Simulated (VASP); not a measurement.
# BaTa3 (P6_3/mmc) in VASP: single point with PBE

Aim: the single point of BaTa3 with PBE.

All numbers are computed with VASP 6.6.1; they aren't measurements. Logs are shortened: lines on timing, memory, paths and dates and some standing lists are left out, and cuts for length are marked.

## 1. The cell of the first run

Symmetry: P6_3/mmc, No. 194, hexagonal system. The conventional cell has a = 7.080 Å, b = 7.080 Å, c = 4.991 Å, α = 90.00°, β = 90.00°, γ = 120.00°. Within 5.0 Å of Ba (site symmetry -6m2) lie 12 Ta at 3.55 to 3.57 Å and 8 Ba at 4.79 to 4.99 Å. Within 3.6 Å of Ta (site symmetry mm2) lie 6 Ta at 2.70 to 2.94 Å and 4 Ba at 3.55 to 3.57 Å.

## 2. Single point, PBE

The input, INCAR:

```
  ALGO = Fast
  EDIFF = 1E-6
  ENCUT = 520
  GGA = PE
  ISIF = 2
  ISMEAR = 0
  LASPH = True
  LCHARG = False
  LREAL = False
  LWAVE = False
  NBANDS = 53
  NELM = 80
  PREC = Accurate
  SIGMA = 0.1
```

The input, KPOINTS:

```
k-points
0
Gamma
  6 6 8
```

The input, POSCAR:

```
BaTa3
1.0
    7.0801293700      0.0000000000      0.0000000000
   -3.5400646850      6.1315718965      0.0000000000
    0.0000000000      0.0000000000      4.9910791401
Ba Ta
2 6
Direct
    0.3333333333      0.6666666667      0.2500000000
    0.6666666667      0.3333333333      0.7500000000
    0.8728885137      0.7457770273      0.2500000000
    0.1271114863      0.8728885137      0.7500000000
    0.2542229727      0.1271114863      0.2500000000
    0.1271114863      0.2542229727      0.7500000000
    0.8728885137      0.1271114863      0.2500000000
    0.7457770273      0.8728885137      0.7500000000
```

Potentials or basis: VASP PAW PBE potentials, release 64 (Ba_sv, Ta_pv).

Launch:

```
$ cat potpaw_PBE.64/Ba_sv/POTCAR potpaw_PBE.64/Ta_pv/POTCAR > POTCAR
$ mpirun -np 1 vasp_std > vasp.out
```

OUTCAR:

```text
EDIFF = 1E-6
   ENCUT = 520
   GGA = PE
   ISIF = 2
   ISMEAR = 0
   LASPH = True
   LREAL = False
   NELM = 80
   PREC = Accurate

 ion  position               nearest neighbor table
   1  0.333  0.667  0.250-   6 3.55   6 3.55   4 3.55   4 3.55   8 3.55   8 3.55   5 3.57   3 3.57
                             7 3.57   7 3.57   5 3.57   3 3.57
   2  0.667  0.333  0.750-   3 3.55   3 3.55   7 3.55   7 3.55   5 3.55   5 3.55   8 3.57   6 3.57
                             4 3.57   4 3.57   8 3.57   6 3.57
   3  0.873  0.746  0.250-   5 2.70   7 2.70   4 2.94   4 2.94   8 2.94   8 2.94   2 3.55   2 3.55
                             1 3.57   1 3.57
   4  0.127  0.873  0.750-   6 2.70   8 2.70   5 2.94   5 2.94   3 2.94   3 2.94   1 3.55   1 3.55
                             2 3.57   2 3.57
   5  0.254  0.127  0.250-   3 2.70   7 2.70   4 2.94   4 2.94   6 2.94   6 2.94   2 3.55   2 3.55
                             1 3.57   1 3.57
   6  0.127  0.254  0.750-   4 2.70   8 2.70   7 2.94   7 2.94   5 2.94   5 2.94   1 3.55   1 3.55
                             2 3.57   2 3.57
   7  0.873  0.127  0.250-   3 2.70   5 2.70   8 2.94   8 2.94   6 2.94   6 2.94   2 3.55   2 3.55
                             1 3.57   1 3.57
   8  0.746  0.873  0.750-   6 2.70   4 2.70   7 2.94   7 2.94   3 2.94   3 2.94   1 3.55   1 3.55
                             2 3.57   2 3.57

  LATTYP: Found a hexagonal cell.
 ALAT       =     7.0801293700
 C/A-ratio  =     0.7049417997

  Lattice vectors:

 A1 = (   7.0801293700,   0.0000000000,   0.0000000000)
 A2 = (  -3.5400646850,   6.1315718965,   0.0000000000)
 A3 = (   0.0000000000,   0.0000000000,   4.9910791401)

Analysis of symmetry for initial positions (statically):
=====================================================================
 Subroutine PRICEL returns:
 Original cell was already a primitive cell.

 Routine SETGRP: Setting up the symmetry group for a
 hexagonal supercell.

 Subroutine GETGRP returns: Found 24 space group operations
 (whereof 12 operations were pure point group operations)
 out of a pool of 24 trial point group operations.

The static configuration has the point symmetry D_3d.
 The point group associated with its full space group is D_6h.

Analysis of symmetry for dynamics (positions and initial velocities):
=====================================================================
 Subroutine PRICEL returns:
 Original cell was already a primitive cell.

 Routine SETGRP: Setting up the symmetry group for a
 hexagonal supercell.

 Subroutine GETGRP returns: Found 24 space group operations
 (whereof 12 operations were pure point group operations)
 out of a pool of 24 trial point group operations.

The dynamic configuration has the point symmetry D_3d.
 The point group associated with its full space group is D_6h.

 Subroutine INISYM returns: Found 24 space group operations
 (whereof 12 operations are pure point group operations),
 and found     1 'primitive' translations

----------------------------------------------------------------------------------------

                                     Primitive cell

  volume of cell :     216.6743

  direct lattice vectors                    reciprocal lattice vectors
     7.080129370  0.000000000  0.000000000     0.141240357  0.081545158  0.000000000
    -3.540064685  6.131571896  0.000000000     0.000000000  0.163090316  0.000000000
     0.000000000  0.000000000  4.991079140     0.000000000  0.000000000  0.200357472

  length of vectors
     7.080129370  7.080129370  4.991079140     0.163090316  0.163090316  0.200357472

  position of ions in fractional coordinates (direct lattice)
     0.333333333  0.666666667  0.250000000
     0.666666667  0.333333333  0.750000000
     0.872888514  0.745777027  0.250000000
     0.127111486  0.872888514  0.750000000
     0.254222973  0.127111486  0.250000000
     0.127111486  0.254222973  0.750000000
     0.872888514  0.127111486  0.250000000
     0.745777027  0.872888514  0.750000000

  ion indices of the primitive-cell ions
   primitive index   ion index
                 1           1
                 2           2
                 3           3
                 4           4
                 5           5
                 6           6
                 7           7
                 8           8

----------------------------------------------------------------------------------------

 KPOINTS: k-points

Automatic generation of k-mesh.
 Grid dimensions read from file:
 generate k-points for:    6    6    8

 Generating k-lattice:

  Cartesian coordinates                     Fractional coordinates (reciprocal lattice)
     0.023540060  0.013590860  0.000000000     0.166666667 -0.000000000  0.000000000
     0.000000000  0.027181719  0.000000000     0.000000000  0.166666667  0.000000000
     0.000000000  0.000000000  0.025044684     0.000000000  0.000000000  0.125000000

  Length of vectors
     0.027181719  0.027181719  0.025044684

  Shift w.r.t. Gamma in fractional coordinates (k-lattice)
     0.000000000  0.000000000  0.000000000

 Subroutine IBZKPT returns following result:
 ===========================================

 Found     35 irreducible k-points:

 Following reciprocal coordinates:
            Coordinates               Weight
  0.000000  0.000000  0.000000      1.000000
  0.166667  0.000000  0.000000      6.000000
  0.333333  0.000000  0.000000      6.000000
  0.500000 -0.000000  0.000000      3.000000
  0.166667  0.166667  0.000000      6.000000
  0.333333  0.166667  0.000000     12.000000
[... 16 lines left out ...]
  0.166667  0.000000  0.375000     12.000000
  0.333333  0.000000  0.375000     12.000000
 [... further k-points ...]
   k-points           NKPTS =     35   k-points in BZ     NKDIM =     35   number of bands    NBANDS=     53
   number of dos      NEDOS =    301   number of ions     NIONS =      8
   total plane-waves  NPLWV = 116640
   dimension x,y,z NGX =    54 NGY =   54 NGZ =   40
   dimension x,y,z NGXF=   108 NGYF=  108 NGZF=   80
   ions per type =               2   6
   NGX,Y,Z   is equivalent  to a cutoff of  12.68, 12.68, 13.32 a.u.
   NGXF,Y,Z  is equivalent  to a cutoff of  25.36, 25.36, 26.65 a.u.
 SYSTEM =  unknown system
   PREC   = accura    normal or accurate (medium, high low for compatibility)
   ISTART =      0    job   : 0-new  1-cont  2-samecut
   ICHARG =      2    charge: 1-file 2-atom 10-const
   ISPIN  =      1    spin polarized calculation?
   LNONCOLLINEAR =      F non collinear calculations
   LSORBIT =      F    spin-orbit coupling
   LASPH  =      T    aspherical Exc in radial PAW
   ENCUT  =  520.0 eV  38.22 Ry    6.18 a.u.  13.16 13.16  9.28*2*pi/ulx,y,z
   NELM   =     80;   NELMIN=  2; NELMDL= -5     # of ELM steps
   EDIFF  = 0.1E-05   stopping-criterion for ELM
   LREAL  =      F    real-space projection
[... 7 lines left out ...]
   TEBEG  =    0.0;   TEEND  =   0.0 temperature during run
   PSTRESS=    0.0 pullay stress
   NELECT =      86.0000    total number of electrons
   NUPDOWN=      -1.0000    fix difference up-down
   EMIN   =  10.00;   EMAX   =-10.00  energy-range for DOS
   EFERMI =   0.00;   METHOD = LEGACY
   ISMEAR =     0;   SIGMA  =   0.10  broadening in eV -4-tet -1-fermi 0-gaus
   EFERMI_NEDOS =   21; number of points for ismear=-14 and -15
   IALGO  =     68    algorithm
   IMIX   =      4    mixing-type and parameters
     AMIX     =   0.40;   BMIX     =  1.00
     AMIX_MAG =   1.60;   BMIX_MAG =  1.00
  volume/ion in A,a.u.               =      27.08       182.77
  Fermi-wavevector in a.u.,A,eV,Ry     =   1.203110  2.273547 19.694059  1.447472
  Thomas-Fermi vector in A             =   2.338872
   LORBIT       =      0    0 simple, 1 ext, 2 COOP (PROOUT), +10 PAW based schemes
   GGA     = PE    functional components
   LHFCALC =     F    Hartree Fock is set to
   AEXX    =    0.0000 exact exchange contribution
   IVDW    =     0    specifies the selected vdW correction
   LEPSILON=     F    determine dielectric tensor
   LRPA    =     F    only Hartree local field effects (RPA)
 non-spin polarized calculation
 RMM-DIIS sequential band-by-band and
 Gauss-broadening in eV      SIGMA  =   0.10
  energy-cutoff  :      520.00
  volume of cell :      216.67
 maximum number of plane-waves:      5865
 NGX is ok and might be reduce to    54
   NGX = 27   NGY = 27   NGZ = 19

 number of electron      85.9999999 magnetization

 Free energy of the ion-electron system (eV)
  ---------------------------------------------------
  ext. energy  EPLUGINS =         0.00000000
  ---------------------------------------------------
  free energy    TOTEN  =       -67.17990152 eV

  energy without entropy =      -67.13026449  energy(sigma->0) =      -67.15508301

 E-fermi :   3.6703     XC(G=0): -10.4164

 val. band max:        3.6602799355   @ k =   0.1667   0.0000   0.5000
 cond. band min:       3.6897863005   @ k =   0.1667   0.1667   0.0000
 fundamental gap:      0.0295063650
 Fermi energy:         3.6703434555

 k-point     1 :       0.0000    0.0000    0.0000
  band No.  band energies     occupation
      1     -31.2488      2.00000
      2     -31.0783      2.00000
      3     -31.0005      2.00000
      4     -30.7330      2.00000
      5     -30.7330      2.00000
      6     -30.7229      2.00000
[... 45 lines left out ...]
     52       5.5478      0.00000
     53       5.5887      0.00000

 k-point     2 :       0.1667    0.0000    0.0000
  band No.  band energies     occupation
      1     -31.2479      2.00000
      2     -31.0775      2.00000
      3     -31.0004      2.00000
      4     -30.7330      2.00000
      5     -30.7323      2.00000
      6     -30.7229      2.00000
[... 45 lines left out ...]
     52       5.6347      0.00000
     53       5.7361      0.00000
[... 1174 lines left out ...]
     52       5.7348      0.00000
     53       6.1099      0.00000

 k-point    24 :       0.3333    0.0000    0.3750
  band No.  band energies     occupation
      1     -31.2192      2.00000
      2     -31.1755      2.00000
      3     -30.8641      2.00000
      4     -30.8625      2.00000
      5     -30.8207      2.00000
      6     -30.8192      2.00000
[... 45 lines left out ...]
     52       5.6857      0.00000
     53       5.9786      0.00000

 [... further k-points ...]

------------------------ aborting loop because EDIFF is reached ----------------------------------------

  FORCE on cell =-STRESS in cart. coord.  units (eV):
  Direction    XX          YY          ZZ          XY          YZ          ZX
  --------------------------------------------------------------------------------------
  -------------------------------------------------------------------------------------
  Total        0.6728082      0.6728082      0.2160997     -0.0000000      0.0000000      0.0000000
  in kB        4.9750146      4.9750146      1.5979282     -0.0000000      0.0000000      0.0000000
  external PRESSURE =       3.8493191 kB  Pullay stress =       0.0000000 kB

 VOLUME and BASIS-vectors are now :
 -----------------------------------------------------------------------------
  energy-cutoff  :      520.00
  volume of cell :      216.67
      direct lattice vectors                 reciprocal lattice vectors
     7.080129370  0.000000000  0.000000000     0.141240357  0.081545158  0.000000000
    -3.540064685  6.131571896  0.000000000     0.000000000  0.163090316  0.000000000
     0.000000000  0.000000000  4.991079140     0.000000000  0.000000000  0.200357472

 POSITION                                       TOTAL-FORCE (eV/Angst)
 -----------------------------------------------------------------------------------
     -0.00000      4.08771      1.24777        -0.000000     -0.000000     -0.000000
      3.54006      2.04386      3.74331        -0.000000     -0.000000     -0.000000
      3.54006      4.57279      1.24777        -0.000000      0.033372     -0.000000
     -2.19012      5.35218      3.74331        -0.028901      0.016686     -0.000000
      1.34995      0.77939      1.24777        -0.028901     -0.016686      0.000000
     -0.00000      1.55879      3.74331        -0.000000     -0.033372      0.000000
      5.73018      0.77939      1.24777         0.028901     -0.016686      0.000000
      2.19012      5.35218      3.74331         0.028901      0.016686     -0.000000
 -----------------------------------------------------------------------------------
    total drift:                               -0.000000      0.000000      0.000000

  FREE ENERGIE OF THE ION-ELECTRON SYSTEM (eV)
  ---------------------------------------------------
  free  energy   TOTEN  =       -67.1799015225 eV

  energy  without entropy=      -67.1302644905  energy(sigma->0) =      -67.15508301
```

Run time: 12 min. Hardware: 1 thread of Intel Xeon Platinum 8259CL at 2.50GHz (Skylake/Cascade Lake), shared host; peak memory 0.53 GiB.

Results:

* Free energy: -67.1799 eV
* Pressure: 0.4 GPa
* Largest force: 0.033 eV/Å
* Band gap on the k mesh: zero (bands 43 and 44 overlap by 0.74 eV)

Forces in eV/Å, atoms in the order of the input:
```
Ba   0.000  0.000  0.000
Ba   0.000  0.000  0.000
Ta   0.000  0.033  0.000
Ta  -0.029  0.017  0.000
Ta  -0.029 -0.017  0.000
Ta   0.000 -0.033  0.000
Ta   0.029 -0.017  0.000
Ta   0.029  0.017  0.000
```

Stress tensor (GPa, compression positive):
```
0.50 0.00 0.00
0.00 0.50 0.00
0.00 0.00 0.16
```

Caveat: spin-orbit coupling is left out, which moves the levels of the heavy elements.
